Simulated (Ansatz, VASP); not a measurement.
# ZnO in VASP and in Ansatz

File POSCAR:

```
ZnO
1.0
    3.2348692153      0.0000000000      0.0000000000
   -1.6174346076      2.8014789184      0.0000000000
    0.0000000000      0.0000000000      4.8995728459
Zn O
2 2
Direct
    0.6666666667      0.3333333333      0.4906045913
    0.3333333333      0.6666666667     -0.0093954087
    0.6666666667      0.3333333333      0.8897054087
    0.3333333333      0.6666666667      0.3897054087
```

INCAR.step1

```
PREC = Accurate
ENCUT = 520
ISMEAR = 0
SIGMA = 0.02
LREAL = False
LASPH = True
NELM = 100
NBANDS = 26
GGA = PE
ALGO = Normal
EDIFF = 1E-4
LWAVE = True
LCHARG = False
```

INCAR.step2

```
PREC = Accurate
ENCUT = 520
EDIFF = 1E-7
ISMEAR = 0
SIGMA = 0.02
LREAL = False
LASPH = True
NELM = 100
ALGO = Normal
ISIF = 2
LWAVE = False
LCHARG = False
METAGGA = R2SCAN
LMIXTAU = True
NBANDS = 26
ISTART = 1
```

Contents of KPOINTS:

```
Automatic mesh
0
Gamma
  12 12 6
```

Input for Ansatz:

```yaml
crystal:
  lattice:
    - [3.2348692153, 0.0, 0.0]
    - [-1.6174346076, 2.8014789184, 0.0]
    - [0.0, 0.0, 4.8995728459]
  atoms:
    - { symbol: Zn, position: [0.6666666667, 0.3333333333, 0.4906045913] }
    - { symbol: Zn, position: [0.3333333333, 0.6666666667, -0.0093954087] }
    - { symbol: O, position: [0.6666666667, 0.3333333333, 0.8897054087] }
    - { symbol: O, position: [0.3333333333, 0.6666666667, 0.3897054087] }
basis:
  ecutwfc: 500
kpoints:
  mp_grid: { grid: [12, 12, 6] }
  band_path: { path: [VBM, CBM], npoints: 2 }
hamiltonian:
  xc: r2scan
scf:
  occupations: { method: gaussian, width: 0.02 }
output:
  forces: true
  stress: true
  eigenvalues: true
checkpoint:
  read: start.run
  write: ck
  compress: false
  write_wavefunctions: false
  write_every: 100000
```

Alike in both runs: task single point; functional r2SCAN; k mesh 12 × 12 × 6; occupations gaussian, width 0.02 eV; no spin polarisation.

```csv
,VASP,Ansatz
version,VASP 6.6.1,Ansatz 0.2.0
potentials or method,"VASP PAW PBE potentials, release 64 (Zn, O), cutoff 520 eV","scalar-relativistic, plane waves, PAW"
valence electrons in the cell,36,36
```

|  | VASP | Ansatz | Ansatz less VASP |
| --- | --- | --- | --- |
| gap on the k mesh at the Fermi level (eV) | 1.39 | 1.39 | +0.001 |
| least direct gap on the mesh (eV) | 1.39 | 1.39 | +0.001 |
| pressure (GPa) | 11.3 | 9.9 | -1.32 |
| traceless stress, the component that is largest in VASP (GPa) | 2.82 | 2.82 | +0.001 |
| rms of the force components (eV/Å) | 0.003 | 0.000 | -0.0026 |

VASP's potentials were made for PBE, not for r2SCAN. Atom by atom the forces differ by 0.003 eV/Å (rms over components).
